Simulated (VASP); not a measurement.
A run of VASP 6.6.1:

INCAR

```
SYSTEM = HfO2
ALGO = Normal
EDIFF = 1E-6
ENCUT = 520
GGA = PE
ISIF = 2
ISMEAR = -1
ISYM = 0
LASPH = .TRUE.
LCHARG = .FALSE.
LREAL = Auto
LWAVE = .FALSE.
NBANDS = 81
NELM = 80
PREC = Accurate
SIGMA = 0.3102
```

Contents of KPOINTS:

```
k-points
0
G
  1 1 1
  0 0 0
```

The input POSCAR:

```
HfO2
1.0
    5.9133820000      0.0936650000     -0.0263170000
    0.0936650000      6.1692290000     -0.0293520000
   -0.0263170000     -0.0293520000      5.6660680000
Hf O
6 12
Direct
    0.1602418431      0.3275310689      0.0407883874
    0.7486407365      0.0435286202      0.8822724384
    0.3248268439      0.8735399138      0.1450897892
    0.3671038994      0.2250380552      0.5480404383
    0.7452043380      0.4677388749      0.3179952330
    0.1353961192      0.6966785280      0.6348888026
    1.1418260644      0.1053980958      0.2716042380
    0.1260672668      0.9715738974      0.8314920240
    0.6974560032      0.1580405747      0.4188032612
    0.6454334892      0.8686973113      0.1347156223
    0.4497993168      0.1891637198      0.9066080220
    0.0831868375      0.3499595257      0.6044954349
    0.8242262014      0.8012112379      0.7228724246
    0.3758973338     -0.0878414436      0.4733388600
   -0.1763588889      0.3413508674      0.9745848609
    1.0524114123      0.5994385938      0.2820275070
    0.3427261533      0.6148111798      0.8818617182
    0.4179642816      0.4903548860      0.3059828196
```

Potentials or basis: VASP PAW PBE potentials, release 64 (Hf_pv, O).

Launch:

```bash
$ cat potpaw_PBE.64/Hf_pv/POTCAR potpaw_PBE.64/O/POTCAR > POTCAR
$ mpirun -np 1 vasp_gam > vasp.out
```

Hardware: 1 thread of AMD EPYC 9R45 96-Core Processor (Zen 5), with other jobs on the host.

**Question.** Estimate the wall time of this run.

**Answer.** Run time: 26 s on 1 thread of AMD EPYC 9R45 96-Core Processor (Zen 5), on a shared host, peak memory 0.25 GiB. Counts: scf iterations 17, k points 1.
